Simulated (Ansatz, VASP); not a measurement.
Mg2Sn in VASP and in Ansatz

```
Sn Mg
1.0
     0.00000    3.48133    3.48133
     3.48133    0.00000    3.48133
     3.48133    3.48133    0.00000
Sn Mg
1 2
Direct
  0.00000 0.00000 0.00000
  0.25000 0.25000 0.25000
  0.75000 0.75000 0.75000
```

Change from the starting cell: hydrostatic strain +3.0%.

Alike in both runs: task single point; functional r2SCAN; k mesh 6 × 6 × 6; occupations fermi-dirac, width 0.02 eV; no spin polarisation.

```csv
,VASP,Ansatz
version,VASP 6.6.1,Ansatz 0.2.0
potentials or method,"VASP PAW PBE potentials, release 64 (Sn_d, Mg)","plane waves, PAW"
plane-wave cutoff (eV),660,500
valence electrons in the cell,18,34
```

Ansatz gave:

| Quantity | Value |
| --- | --- |
| pressure (GPa) | -3.4 |

Problem. Estimate VASP's values.

Solution. Pressure (GPa): -3.5.

VASP's potentials were made for PBE, not for r2SCAN. The functional is the same, so the differences come from potentials, cutoffs and numerics. VASP's potentials hold 18 valence electrons a cell and Ansatz's 34, so a difference there can come from the potentials and not from the codes.
